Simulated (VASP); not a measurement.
# Ru (P6/mmm) in VASP: single point with PBE

Aim: the single point of Ru with PBE.

Everything below comes from runs of VASP 6.6.1. Logs are shortened: lines on timing, memory, paths and dates and some standing lists are left out, and cuts for length are marked.

**1. The cell of the first run**

The structure is hexagonal, space group P6/mmm (No. 191). The conventional cell has a = 4.121 Å, b = 4.121 Å, c = 2.567 Å, α = 90.00°, β = 90.00°, γ = 120.00°. Ru (site symmetry 6/mmm) has 14 Ru at 2.57 to 2.70 Å within 3.4 Å. Within 3.1 Å of Ru (site symmetry -6m2) lie 11 Ru at 2.38 to 2.70 Å.

This isn't the form of Ru at room conditions, which is hcp.

**2. Single point, PBE**

INCAR

```
SYSTEM = Ru
PREC     = Accurate       ! precision mode
ENCUT    = 560            ! plane-wave cutoff, eV
EDIFF    = 1E-6           ! SCF threshold, eV
ISMEAR   = -1             ! smearing method
SIGMA    = 0.1            ! smearing width, eV
LREAL    = .False.        ! projectors in reciprocal space
LASPH    = .True.         ! aspherical terms in the spheres
NELM     = 120            ! most SCF steps
ALGO     = Normal         ! electronic algorithm
ISIF     = 2              ! what is computed and relaxed
LWAVE    = .False.        ! write WAVECAR
LCHARG   = .False.        ! write CHGCAR
GGA      = PE             ! functional
NBANDS   = 31             ! bands
GGA_COMPAT= .False.
```

KPOINTS

```
regular mesh
0
Gamma
  9 9 12
  0 0 0
```

POSCAR

```
Ru
1.0
    4.1213460899      0.0000000000      0.0000000000
   -2.0606730450      3.5691904116      0.0000000000
    0.0000000000      0.0000000000      2.5672699696
Ru
3
Direct
    0.0000000000      0.0000000000      0.0000000000
    0.3333333333      0.6666666667      0.5000000000
    0.6666666667      0.3333333333      0.5000000000
```

Potentials or basis: VASP PAW PBE potentials, release 64 (Ru_sv).

Command:

```bash
> cat potpaw_PBE.64/Ru_sv/POTCAR > POTCAR
> mpirun -np 1 vasp_std > vasp.out
```

OUTCAR:

```text
SYSTEM = Ru
   PREC = Accurate
   ENCUT = 560
   EDIFF = 1E-6
   ISMEAR = -1
   LREAL = .False.
   LASPH = .True.
   NELM = 120
   ISIF = 2
   GGA = PE

 ion  position               nearest neighbor table
   1  0.000  0.000  0.000-   2 2.70   3 2.70   2 2.70   3 2.70   2 2.70   2 2.70   3 2.70   3 2.70
                             3 2.70   3 2.70   2 2.70   2 2.70
   2  0.333  0.667  0.500-   3 2.38   3 2.38   3 2.38   1 2.70   1 2.70   1 2.70   1 2.70   1 2.70
                             1 2.70
   3  0.667  0.333  0.500-   2 2.38   2 2.38   2 2.38   1 2.70   1 2.70   1 2.70   1 2.70   1 2.70
                             1 2.70

  LATTYP: Found a hexagonal cell.
 ALAT       =     4.1213460899
 C/A-ratio  =     0.6229202580

  Lattice vectors:

 A1 = (   4.1213460899,   0.0000000000,   0.0000000000)
 A2 = (  -2.0606730450,   3.5691904116,   0.0000000000)
 A3 = (   0.0000000000,   0.0000000000,   2.5672699696)

Analysis of symmetry for initial positions (statically):
=====================================================================
 Subroutine PRICEL returns:
 Original cell was already a primitive cell.

 Routine SETGRP: Setting up the symmetry group for a
 hexagonal supercell.

 Subroutine GETGRP returns: Found 24 space group operations
 (whereof 24 operations were pure point group operations)
 out of a pool of 24 trial point group operations.

The static configuration has the point symmetry D_6h.

Analysis of symmetry for dynamics (positions and initial velocities):
=====================================================================
 Subroutine PRICEL returns:
 Original cell was already a primitive cell.

 Routine SETGRP: Setting up the symmetry group for a
 hexagonal supercell.

 Subroutine GETGRP returns: Found 24 space group operations
 (whereof 24 operations were pure point group operations)
 out of a pool of 24 trial point group operations.

The dynamic configuration has the point symmetry D_6h.

 Subroutine INISYM returns: Found 24 space group operations
 (whereof 24 operations are pure point group operations),
 and found     1 'primitive' translations

----------------------------------------------------------------------------------------

                                     Primitive cell

  volume of cell :      37.7642

  direct lattice vectors                    reciprocal lattice vectors
[... 87 lines left out ...]
   ENCUT  =  560.0 eV  41.16 Ry    6.42 a.u.   7.95  7.95  4.95*2*pi/ulx,y,z
   NELM   =    120;   NELMIN=  2; NELMDL= -5     # of ELM steps
   EDIFF  = 0.1E-05   stopping-criterion for ELM
   LREAL  =      F    real-space projection
   EDIFFG = 0.1E-04   stopping-criterion for IOM
   NSW    =      0    number of steps for IOM
   IBRION =     -1    ionic relax: 0-MD 1-quasi-New 2-CG
   NFREE  =      0    steps in history (QN), initial steepest desc. (CG)
   ISIF   =      2    stress and relaxation
   ISYM   =      2    0-nonsym 1-usesym 2-fastsym
   POTIM  = 0.5000    time-step for ionic-motion
   TEBEG  =    0.0;   TEEND  =   0.0 temperature during run
   PSTRESS=    0.0 pullay stress
   NELECT =      48.0000    total number of electrons
   NUPDOWN=      -1.0000    fix difference up-down
   EMIN   =  10.00;   EMAX   =-10.00  energy-range for DOS
   EFERMI =   0.00;   METHOD = LEGACY
   ISMEAR =    -1;   SIGMA  =   0.10  broadening in eV -4-tet -1-fermi 0-gaus
   EFERMI_NEDOS =   21; number of points for ismear=-14 and -15
   IALGO  =     38    algorithm
   IMIX   =      4    mixing-type and parameters
     AMIX     =   0.40;   BMIX     =  1.00
     AMIX_MAG =   1.60;   BMIX_MAG =  1.00
  volume/ion in A,a.u.               =      12.59        84.95
  Fermi-wavevector in a.u.,A,eV,Ry     =   1.773353  3.351151 42.787328  3.144780
  Thomas-Fermi vector in A             =   2.839563
   LORBIT       =      0    0 simple, 1 ext, 2 COOP (PROOUT), +10 PAW based schemes
   GGA     = PE    functional components
   LHFCALC =     F    Hartree Fock is set to
   AEXX    =    0.0000 exact exchange contribution
   IVDW    =     0    specifies the selected vdW correction
   LEPSILON=     F    determine dielectric tensor
   LRPA    =     F    only Hartree local field effects (RPA)
 non-spin polarized calculation
  energy-cutoff  :      560.00
  volume of cell :       37.76
 maximum number of plane-waves:      1160
 NGX is ok and might be reduce to    32
   NGX = 15   NGY = 15   NGZ =  9

 number of electron      48.0000007 magnetization

 Free energy of the ion-electron system (eV)
  ---------------------------------------------------
  ext. energy  EPLUGINS =         0.00000000
  ---------------------------------------------------
  free energy    TOTEN  =       -26.56707857 eV

  energy without entropy =      -26.46817355  energy(sigma->0) =      -26.51762606

 E-fermi :  17.0048     XC(G=0): -14.7073

 val. band max:       16.9884919688   @ k =   0.3333  -0.0000   0.0000
 cond. band min:      17.0151252696   @ k =   0.4444   0.1111   0.1667
 fundamental gap:      0.0266333008
 Fermi energy:        17.0047599615

 k-point     1 :       0.0000    0.0000    0.0000
  band No.  band energies     occupation
      1     -56.5492      2.00000
      2     -56.2018      2.00000
      3     -56.1507      2.00000
      4     -26.9712      2.00000
      5     -26.9712      2.00000
      6     -26.4885      2.00000
[... 805 lines left out ...]
     30      18.8206      0.00000
     31      30.8796      0.00000

 [... further k-points ...]

------------------------ aborting loop because EDIFF is reached ----------------------------------------

  FORCE on cell =-STRESS in cart. coord.  units (eV):
  Direction    XX          YY          ZZ          XY          YZ          ZX
  --------------------------------------------------------------------------------------
  -------------------------------------------------------------------------------------
  Total       10.2370276     10.2370276     10.2578510     -0.0000000      0.0000000      0.0000000
  in kB      434.3142819    434.3142819    435.1977353     -0.0000000      0.0000000      0.0000000
  external PRESSURE =     434.6087664 kB  Pullay stress =       0.0000000 kB

 VOLUME and BASIS-vectors are now :
 -----------------------------------------------------------------------------
  energy-cutoff  :      560.00
  volume of cell :       37.76
      direct lattice vectors                 reciprocal lattice vectors
     4.121346090  0.000000000  0.000000000     0.242639171  0.140087791  0.000000000
    -2.060673045  3.569190412  0.000000000     0.000000000  0.280175582  0.000000000
     0.000000000  0.000000000  2.567269970     0.000000000  0.000000000  0.389518832

 POSITION                                       TOTAL-FORCE (eV/Angst)
 -----------------------------------------------------------------------------------
      0.00000      0.00000      0.00000         0.000000      0.000000      0.000000
     -0.00000      2.37946      1.28363         0.000000      0.000000      0.000000
      2.06067      1.18973      1.28363        -0.000000      0.000000      0.000000
 -----------------------------------------------------------------------------------
    total drift:                               -0.000000      0.000000      0.000000

  FREE ENERGIE OF THE ION-ELECTRON SYSTEM (eV)
  ---------------------------------------------------
  free  energy   TOTEN  =       -26.5670785699 eV

  energy  without entropy=      -26.4681735499  energy(sigma->0) =      -26.51762606
```

OSZICAR:

```text
N       E                     dE             d eps       ncg     rms          rms(c)
DAV:   1     0.730259748004E+03    0.73026E+03   -0.31070E+04  5208   0.191E+03
DAV:   2    -0.130918759291E+01   -0.73157E+03   -0.70460E+03  5880   0.635E+02
DAV:   3    -0.278166433392E+02   -0.26507E+02   -0.25348E+02  5995   0.131E+02
DAV:   4    -0.281668887735E+02   -0.35025E+00   -0.34916E+00  5740   0.161E+01
DAV:   5    -0.281717828176E+02   -0.48940E-02   -0.48935E-02  6070   0.194E+00    0.378E+01
DAV:   6    -0.267314894345E+02    0.14403E+01   -0.41511E+00  5754   0.179E+01    0.108E+01
DAV:   7    -0.272055493949E+02   -0.47406E+00   -0.24450E+00  5831   0.192E+01    0.746E+00
DAV:   8    -0.265701607261E+02    0.63539E+00   -0.13302E+00  5772   0.944E+00    0.181E+00
DAV:   9    -0.265669671372E+02    0.31936E-02   -0.36185E-02  5705   0.171E+00    0.393E-01
DAV:  10    -0.265670919528E+02   -0.12482E-03   -0.89217E-04  6088   0.315E-01    0.146E-01
DAV:  11    -0.265670764894E+02    0.15463E-04   -0.66462E-05  5909   0.687E-02    0.502E-02
DAV:  12    -0.265670783424E+02   -0.18531E-05   -0.61229E-06  5803   0.283E-02    0.148E-02
DAV:  13    -0.265670785699E+02   -0.22750E-06   -0.84601E-07  3509   0.963E-03
   1 F= -.26567079E+02 E0= -.26517626E+02  d E =-.989050E-01
```

stdout:

```text
POSCAR found type information on POSCAR Ru
 POSCAR found :  1 types and       3 ions
 scaLAPACK will be used
 LDA part: xc-table for (Slater+PW92), standard interpolation
 POSCAR, INCAR and KPOINTS ok, starting setup
 FFT: planning ... GRIDC
 FFT: planning ... GRID_SOFT
 FFT: planning ... GRID
 WAVECAR not read
 entering main loop
```

Run time: 27 s. Hardware: 1 thread of Intel Xeon 6975P-C (Granite Rapids), shared host; peak memory 0.21 GiB.

Results:

| Item | Value |
| --- | --- |
| Free energy | -26.5671 eV |
| Pressure | 43.5 GPa |
| Band gap on the k mesh | zero (bands 24 and 25 overlap by 2.81 eV) |

Stress tensor (GPa, compression positive):
```
43.43  0.00  0.00
 0.00 43.43  0.00
 0.00  0.00 43.52
```

Levels at points of the mesh, in eV from the Fermi level:
```csv
k point,band 21,band 22,band 23,band 24,band 25,band 26,band 27,band 28
"(0.00, 0.00, 0.00)",-2.49,-2.49,-1.62,-1.62,-1.50,-1.50,1.97,1.97
"(0.00, 0.00, 0.50)",-2.36,-2.36,0.75,0.75,1.54,1.54,2.90,4.06
```

Caveat: the cell stands under pressure.

The gap in the log of VASP goes by the Fermi energy; the results here count the filled bands.